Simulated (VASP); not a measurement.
# HfB3 (Pm-3n) in VASP: relaxation of cell and atoms with PBE

Aim: the relaxation of cell and atoms of HfB3 with PBE.

Everything below comes from runs of VASP 6.6.1. Logs are shortened: lines on timing, memory, paths and dates and some standing lists are left out, and cuts for length are marked.

## Step 1: The cell of the first run

The structure is cubic, space group Pm-3n (No. 223). The conventional cell has a = 4.348 Å, b = 4.348 Å, c = 4.348 Å, α = 90.00°, β = 90.00°, γ = 90.00°. Hf (site symmetry m-3) has 12 B at 2.43 Å within 3.2 Å. B (site symmetry -4m2) has 10 B at 2.17 to 2.66 Å and 4 Hf at 2.43 Å within 2.9 Å.

The cell was generated, and may not be a known phase.

## Step 2: Relaxation of cell and atoms, PBE

Input file INCAR:

```
PREC = Accurate
ENCUT = 600
EDIFF = 1E-7
ISMEAR = 0
SIGMA = 0.1
LREAL = F
LASPH = T
NELM = 100
ALGO = Normal
ISIF = 3
LWAVE = F
LCHARG = F
GGA = PE
IBRION = 2
NSW = 100
EDIFFG = -0.01
```

Input file KPOINTS:

```
regular mesh
0
Gamma
  10 10 10
```

Input file POSCAR:

```
HfB3
1.0
    4.3475085700      0.0000000000      0.0000000000
    0.0000000000      4.3475085700      0.0000000000
    0.0000000000      0.0000000000      4.3475085700
Hf B
2 6
Direct
    0.0000000000      0.0000000000      0.0000000000
    0.5000000000      0.5000000000      0.5000000000
    0.2500000000      0.0000000000      0.5000000000
    0.7500000000      0.0000000000      0.5000000000
    0.0000000000      0.5000000000      0.2500000000
    0.0000000000      0.5000000000      0.7500000000
    0.5000000000      0.7500000000      0.0000000000
    0.5000000000      0.2500000000      0.0000000000
```

Potentials or basis: VASP PAW PBE potentials, release 64 (Hf_pv, B).

The run is started by

```console
> cat potpaw_PBE.64/Hf_pv/POTCAR potpaw_PBE.64/B/POTCAR > POTCAR
> mpirun -np 1 vasp_std > vasp.out
```

OUTCAR:

```text
PREC = Accurate
   ENCUT = 600
   EDIFF = 1E-7
   ISMEAR = 0
   LREAL = F
   LASPH = T
   NELM = 100
   ISIF = 3
   GGA = PE
   IBRION = 2
   NSW = 100
   EDIFFG = -0.01

 ion  position               nearest neighbor table
   1  0.000  0.000  0.000-   3 2.43   4 2.43   5 2.43   6 2.43   7 2.43   8 2.43   3 2.43   4 2.43
                             5 2.43   6 2.43   7 2.43   8 2.43   2 3.77   2 3.77   2 3.77   2 3.77
   2  0.500  0.500  0.500-   3 2.43   4 2.43   5 2.43   6 2.43   7 2.43   8 2.43   7 2.43   8 2.43
                             3 2.43   4 2.43   5 2.43   6 2.43   1 3.77   1 3.77   1 3.77   1 3.77
   3  0.250  0.000  0.500-   1 2.43   2 2.43   1 2.43   2 2.43
   4  0.750  0.000  0.500-   1 2.43   2 2.43   1 2.43   2 2.43
   5  0.000  0.500  0.250-   1 2.43   2 2.43   1 2.43   2 2.43
   6  0.000  0.500  0.750-   1 2.43   2 2.43   1 2.43   2 2.43
   7  0.500  0.750  0.000-   1 2.43   2 2.43   2 2.43   1 2.43
   8  0.500  0.250  0.000-   1 2.43   2 2.43   2 2.43   1 2.43

  LATTYP: Found a simple cubic cell.
 ALAT       =     4.3475085700

  Lattice vectors:

 A1 = (   4.3475085700,   0.0000000000,   0.0000000000)
 A2 = (   0.0000000000,   4.3475085700,   0.0000000000)
 A3 = (   0.0000000000,   0.0000000000,   4.3475085700)

Analysis of symmetry for initial positions (statically):
=====================================================================
 Subroutine PRICEL returns:
 Original cell was already a primitive cell.

 Routine SETGRP: Setting up the symmetry group for a
 simple cubic supercell.

 Subroutine GETGRP returns: Found 48 space group operations
 (whereof 24 operations were pure point group operations)
 out of a pool of 48 trial point group operations.

The static configuration has the point symmetry T_h .
 The point group associated with its full space group is O_h .

Analysis of symmetry for dynamics (positions and initial velocities):
=====================================================================
 Subroutine PRICEL returns:
 Original cell was already a primitive cell.

 Routine SETGRP: Setting up the symmetry group for a
 simple cubic supercell.

 Subroutine GETGRP returns: Found 48 space group operations
 (whereof 24 operations were pure point group operations)
 out of a pool of 48 trial point group operations.

The dynamic configuration has the point symmetry T_h .
 The point group associated with its full space group is O_h .

 Subroutine INISYM returns: Found 48 space group operations
 (whereof 24 operations are pure point group operations),
 and found     1 'primitive' translations

----------------------------------------------------------------------------------------

                                     Primitive cell

  volume of cell :      82.1715

  direct lattice vectors                    reciprocal lattice vectors
     4.347508570  0.000000000  0.000000000     0.230016798  0.000000000  0.000000000
     0.000000000  4.347508570  0.000000000     0.000000000  0.230016798  0.000000000
     0.000000000  0.000000000  4.347508570     0.000000000  0.000000000  0.230016798

  length of vectors
     4.347508570  4.347508570  4.347508570     0.230016798  0.230016798  0.230016798

  position of ions in fractional coordinates (direct lattice)
     0.000000000  0.000000000  0.000000000
     0.500000000  0.500000000  0.500000000
     0.250000000  0.000000000  0.500000000
     0.750000000  0.000000000  0.500000000
     0.000000000  0.500000000  0.250000000
     0.000000000  0.500000000  0.750000000
     0.500000000  0.750000000  0.000000000
     0.500000000  0.250000000  0.000000000

  ion indices of the primitive-cell ions
   primitive index   ion index
                 1           1
                 2           2
                 3           3
                 4           4
                 5           5
                 6           6
                 7           7
                 8           8

----------------------------------------------------------------------------------------

 KPOINTS: regular mesh

Automatic generation of k-mesh.
 Grid dimensions read from file:
 generate k-points for:   10   10   10

 Generating k-lattice:

  Cartesian coordinates                     Fractional coordinates (reciprocal lattice)
     0.023001680  0.000000000  0.000000000     0.100000000  0.000000000  0.000000000
     0.000000000  0.023001680  0.000000000     0.000000000  0.100000000  0.000000000
     0.000000000  0.000000000  0.023001680     0.000000000  0.000000000  0.100000000

  Length of vectors
     0.023001680  0.023001680  0.023001680

  Shift w.r.t. Gamma in fractional coordinates (k-lattice)
     0.000000000  0.000000000  0.000000000

 Subroutine IBZKPT returns following result:
 ===========================================

 Found     56 irreducible k-points:

 Following reciprocal coordinates:
            Coordinates               Weight
  0.000000  0.000000  0.000000      1.000000
  0.100000  0.000000  0.000000      6.000000
  0.200000  0.000000  0.000000      6.000000
  0.300000  0.000000  0.000000      6.000000
  0.400000  0.000000  0.000000      6.000000
  0.500000  0.000000  0.000000      3.000000
[... 16 lines left out ...]
  0.200000  0.100000  0.100000     24.000000
  0.300000  0.100000  0.100000     24.000000
 [... further k-points ...]
   k-points           NKPTS =     56   k-points in BZ     NKDIM =     56   number of bands    NBANDS=     24
   number of dos      NEDOS =    301   number of ions     NIONS =      8
   total plane-waves  NPLWV =  46656
   dimension x,y,z NGX =    36 NGY =   36 NGZ =   36
   dimension x,y,z NGXF=    72 NGYF=   72 NGZF=   72
   ions per type =               2   6
   NGX,Y,Z   is equivalent  to a cutoff of  13.77, 13.77, 13.77 a.u.
   NGXF,Y,Z  is equivalent  to a cutoff of  27.53, 27.53, 27.53 a.u.
 SYSTEM =  unknown system
   PREC   = accura    normal or accurate (medium, high low for compatibility)
   ISTART =      0    job   : 0-new  1-cont  2-samecut
   ICHARG =      2    charge: 1-file 2-atom 10-const
   ISPIN  =      1    spin polarized calculation?
   LNONCOLLINEAR =      F non collinear calculations
   LSORBIT =      F    spin-orbit coupling
   LASPH  =      T    aspherical Exc in radial PAW
   ENCUT  =  600.0 eV  44.10 Ry    6.64 a.u.   8.68  8.68  8.68*2*pi/ulx,y,z
   NELM   =    100;   NELMIN=  2; NELMDL= -5     # of ELM steps
   EDIFF  = 0.1E-06   stopping-criterion for ELM
   LREAL  =      F    real-space projection
   EDIFFG = -.1E-01   stopping-criterion for IOM
   NSW    =    100    number of steps for IOM
   IBRION =      2    ionic relax: 0-MD 1-quasi-New 2-CG
   NFREE  =      1    steps in history (QN), initial steepest desc. (CG)
   ISIF   =      3    stress and relaxation
   ISYM   =      2    0-nonsym 1-usesym 2-fastsym
   POTIM  = 0.5000    time-step for ionic-motion
   TEBEG  =    0.0;   TEEND  =   0.0 temperature during run
   PSTRESS=    0.0 pullay stress
   NELECT =      38.0000    total number of electrons
   NUPDOWN=      -1.0000    fix difference up-down
   EMIN   =  10.00;   EMAX   =-10.00  energy-range for DOS
   EFERMI =   0.00;   METHOD = LEGACY
   ISMEAR =     0;   SIGMA  =   0.10  broadening in eV -4-tet -1-fermi 0-gaus
   EFERMI_NEDOS =   21; number of points for ismear=-14 and -15
   IALGO  =     38    algorithm
   IMIX   =      4    mixing-type and parameters
     AMIX     =   0.40;   BMIX     =  1.00
     AMIX_MAG =   1.60;   BMIX_MAG =  1.00
  volume/ion in A,a.u.               =      10.27        69.32
  Fermi-wavevector in a.u.,A,eV,Ry     =   1.265986  2.392367 21.806338  1.602721
  Thomas-Fermi vector in A             =   2.399210
   LORBIT       =      0    0 simple, 1 ext, 2 COOP (PROOUT), +10 PAW based schemes
   GGA     = PE    functional components
   LHFCALC =     F    Hartree Fock is set to
   AEXX    =    0.0000 exact exchange contribution
   IVDW    =     0    specifies the selected vdW correction
   LEPSILON=     F    determine dielectric tensor
   LRPA    =     F    only Hartree local field effects (RPA)
 conjugate gradient relaxation of ions
 non-spin polarized calculation
 Gauss-broadening in eV      SIGMA  =   0.10
  energy-cutoff  :      600.00
  volume of cell :       82.17
 maximum number of plane-waves:      2800
 NGX is ok and might be reduce to    36
   NGX = 17   NGY = 17   NGZ = 17

--------------------------------------- Ionic step        1  -------------------------------------------

 number of electron      38.0000006 magnetization

 Free energy of the ion-electron system (eV)
  ---------------------------------------------------
  ext. energy  EPLUGINS =         0.00000000
  ---------------------------------------------------
  free energy    TOTEN  =       -53.18756393 eV

  energy without entropy =      -53.17544419  energy(sigma->0) =      -53.18150406

------------------------ aborting loop because EDIFF is reached ----------------------------------------

  FORCE on cell =-STRESS in cart. coord.  units (eV):
  Direction    XX          YY          ZZ          XY          YZ          ZX
  --------------------------------------------------------------------------------------
  -------------------------------------------------------------------------------------
  Total        0.3515089      0.3515089      0.3515089     -0.0000000      0.0000000     -0.0000000
  in kB        6.8537079      6.8537079      6.8537079     -0.0000000      0.0000000     -0.0000000
  external PRESSURE =       6.8537079 kB  Pullay stress =       0.0000000 kB
[... 69 lines left out ...]
  energy  without entropy=      -53.1755828060  energy(sigma->0) =      -53.18173440

--------------------------------------- Ionic step        3  -------------------------------------------

 number of electron      38.0000007 magnetization

 Free energy of the ion-electron system (eV)
  ---------------------------------------------------
  ext. energy  EPLUGINS =         0.00000000
  ---------------------------------------------------
  free energy    TOTEN  =       -53.18821077 eV

  energy without entropy =      -53.17598413  energy(sigma->0) =      -53.18209745

 E-fermi :   5.7149     XC(G=0): -12.0578

 val. band max:        5.7105162691   @ k =   0.4000   0.3000   0.0000
 cond. band min:       5.7168111709   @ k =   0.2000   0.2000   0.2000
 fundamental gap:      0.0062949019
 Fermi energy:         5.7148794197

 k-point     1 :       0.0000    0.0000    0.0000
  band No.  band energies     occupation
      1     -23.6198      2.00000
      2     -23.6198      2.00000
      3     -23.6198      2.00000
      4     -23.4951      2.00000
      5     -23.4951      2.00000
      6     -23.4951      2.00000
[... 637 lines left out ...]
     23       7.8667      0.00000
     24       8.4380      0.00000

 [... further k-points ...]

------------------------ aborting loop because EDIFF is reached ----------------------------------------

  FORCE on cell =-STRESS in cart. coord.  units (eV):
  Direction    XX          YY          ZZ          XY          YZ          ZX
  --------------------------------------------------------------------------------------
  -------------------------------------------------------------------------------------
  Total        0.0045035      0.0045035      0.0045035      0.0000000     -0.0000000      0.0000000
  in kB        0.0874848      0.0874848      0.0874848      0.0000000     -0.0000000      0.0000000
  external PRESSURE =       0.0874848 kB  Pullay stress =       0.0000000 kB
[... 23 lines left out ...]
  FREE ENERGIE OF THE ION-ELECTRON SYSTEM (eV)
  ---------------------------------------------------
  free  energy   TOTEN  =       -53.1882107735 eV

  energy  without entropy=      -53.1759841318  energy(sigma->0) =      -53.18209745

 reached required accuracy - stopping structural energy minimisation
```

Run time: 2.2 min. Hardware: 1 thread of Intel Xeon 6975P-C (Granite Rapids), shared host; peak memory 0.28 GiB.

Results:

- Free energy: -53.1882 eV
- Relaxed volume: 10.31 Å³/atom
- Relaxed cell: a = 4.353 Å, b = 4.353 Å, c = 4.353 Å, α = 90.00°, β = 90.00°, γ = 90.00°
- Space group after relaxing (to 0.1 Å): Pm-3n (No. 223)
- Energy gained by relaxing: 0.1 meV/atom
- Ionic steps: 3
- Pressure after relaxing: 0.0 GPa
- Band gap on the k mesh: zero (bands 19 and 20 overlap by 2.70 eV)

The path:
| step | energy change (eV) | largest force (eV/Å) | pressure (GPa) | volume (Å³) |
| --- | --- | --- | --- | --- |
| 1 | 0.0000 | 0.0000 | 0.69 | 82.17 |
| 2 | -0.0003 | 0.0000 | -0.47 | 82.70 |
| 3 | -0.0006 | 0.0000 | 0.01 | 82.48 |

Final structure:
```xyz
8
Lattice="4.3529 0.0000 0.0000 0.0000 4.3529 0.0000 0.0000 0.0000 4.3529" Properties=species:S:1:pos:R:3 pbc="T T T"
Hf    0.0000    0.0000    0.0000
Hf    2.1764    2.1764    2.1764
B     1.0882    0.0000    2.1764
B     3.2647    0.0000    2.1764
B     0.0000    2.1764    1.0882
B     0.0000    2.1764    3.2647
B     2.1764    3.2647    0.0000
B     2.1764    1.0882    0.0000
```

Levels at points of the mesh, in eV from the Fermi level:
```csv
k point,band 16,band 17,band 18,band 19,band 20,band 21,band 22,band 23
"(0.00, 0.00, 0.00)",-2.34,-2.34,-2.34,0.37,0.37,0.37,1.54,1.54
"(0.50, 0.00, 0.00)",-2.78,-0.84,-0.84,-0.83,-0.83,2.57,2.57,2.89
"(0.50, 0.50, 0.00)",-2.43,-0.38,-0.38,-0.23,-0.23,2.49,2.49,2.51
"(0.50, 0.50, 0.50)",0.10,0.10,0.10,1.87,1.87,1.87,1.87,1.87
```

Caveat: spin-orbit coupling is left out, which moves the levels of the heavy elements.
